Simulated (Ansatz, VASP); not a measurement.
# Mg3Sb2: VASP beside Ansatz

File POSCAR:

```
Mg3Sb2
1.0
    4.5691581998      0.0000000000      0.0000000000
   -2.2845790999      3.9570070750      0.0000000000
    0.0000000000      0.0000000000      7.2404157690
Mg Sb
3 2
Direct
    0.3333333333      0.6666666667      0.6336636214
    0.6666666667      0.3333333333      0.3663363786
    0.0000000000      0.0000000000      0.0000000000
    0.3333333333      0.6666666667      0.2287383462
    0.6666666667      0.3333333333      0.7712616538
```

The input INCAR.step1:

```
SYSTEM = Mg3Sb2
PREC = Accurate
ENCUT = 660
ISMEAR = 0
SIGMA = 0.02
LREAL = .FALSE.
LASPH = .TRUE.
NELM = 120
NBANDS = 16
GGA = PE
ALGO = Normal
EDIFF = 1E-5
LWAVE = .TRUE.
LCHARG = .FALSE.
GGA_COMPAT = .FALSE.
```

INCAR.step2

```
SYSTEM = Mg3Sb2
PREC = Accurate
ENCUT = 660
EDIFF = 1E-6
ISMEAR = 0
SIGMA = 0.02
LREAL = .FALSE.
LASPH = .TRUE.
NELM = 120
ALGO = Normal
ISIF = 2
LWAVE = .FALSE.
LCHARG = .TRUE.
METAGGA = R2SCAN
LMIXTAU = .TRUE.
LELF = .TRUE.
LVHAR = .TRUE.
NBANDS = 16
ISTART = 1
GGA_COMPAT = .FALSE.
```

KPOINTS

```
Automatic mesh
0
G
  6 6 4
  0 0 0
```

Input for Ansatz:

```yaml
crystal:
  lattice:
    - [4.5691581998, 0.0, 0.0]
    - [-2.2845790999, 3.957007075, 0.0]
    - [0.0, 0.0, 7.240415769]
  atoms:
    - { symbol: Mg, position: [0.3333333333, 0.6666666667, 0.6336636214] }
    - { symbol: Mg, position: [0.6666666667, 0.3333333333, 0.3663363786] }
    - { symbol: Mg, position: [0.0, 0.0, 0.0] }
    - { symbol: Sb, position: [0.3333333333, 0.6666666667, 0.2287383462] }
    - { symbol: Sb, position: [0.6666666667, 0.3333333333, 0.7712616538] }
basis:
  ecutwfc: 500
kpoints:
  mp_grid: { grid: [6, 6, 4] }
hamiltonian:
  xc: r2scan
scf:
  occupations: { method: gaussian, width: 0.02 }
output:
  forces: false
  stress: false
  eigenvalues: true
  eigenstates:
    kpoints:
      - [0.0, 0.0, 0.0]
      - [0.014544082, -0.007272041, 0.0]
      - [-0.014544082, 0.007272041, 0.0]
      - [0.0, 0.012595545, 0.0]
      - [0.0, -0.012595545, 0.0]
      - [0.0, 0.0, 0.023046959]
      - [0.0, 0.0, -0.023046959]
      - [0.010284219, 0.003764285, 0.0]
      - [-0.010284219, -0.003764285, 0.0]
      - [0.010284219, -0.00514211, 0.016296661]
      - [-0.010284219, 0.00514211, -0.016296661]
      - [0.0, 0.008906395, 0.016296661]
      - [0.0, -0.008906395, -0.016296661]
      - [0.00839703, 0.003073526, 0.013306168]
      - [-0.00839703, -0.003073526, -0.013306168]
      - [0.0, 0.421875, 0.338542]
      - [0.014544082, 0.414602959, 0.338542]
      - [-0.014544082, 0.429147041, 0.338542]
      - [0.0, 0.434470545, 0.338542]
      - [0.0, 0.409279455, 0.338542]
      - [0.0, 0.421875, 0.361588959]
      - [0.0, 0.421875, 0.315495041]
      - [0.010284219, 0.425639285, 0.338542]
      - [-0.010284219, 0.418110715, 0.338542]
      - [0.010284219, 0.41673289, 0.354838661]
      - [-0.010284219, 0.42701711, 0.322245339]
      - [0.0, 0.430781395, 0.354838661]
      - [0.0, 0.412968605, 0.322245339]
      - [0.00839703, 0.424948526, 0.351848168]
      - [-0.00839703, 0.418801474, 0.325235832]
    e_range: [-2.09451, 2.09451]
checkpoint:
  read: start.run
  write: ck
  compress: false
  write_wavefunctions: false
  write_every: 100000
```

Alike in both runs: task single point; functional r2SCAN; k mesh 6 × 6 × 4; occupations gaussian, width 0.02 eV; no spin polarisation.

|  | VASP | Ansatz |
| --- | --- | --- |
| version | VASP 6.6.1 | Ansatz 0.2.0 |
| potentials or method | VASP PAW PBE potentials, release 64 (Mg, Sb), cutoff 660 eV | scalar-relativistic, plane waves, PAW |
| valence electrons in the cell | 16 | 60 |

Ansatz gave:

* gap on the k mesh at the Fermi level (eV): 0.60
* least direct gap on the mesh (eV): 1.77

Q: What did VASP give for the same quantities?

A: gap on the k mesh at the Fermi level (eV): 0.56; least direct gap on the mesh (eV): 1.75.

VASP's potentials were made for PBE, not for r2SCAN. VASP's potentials hold 16 valence electrons a cell and Ansatz's 60, so a difference there can come from the potentials and not from the codes.

Neither program's run includes spin-orbit coupling.
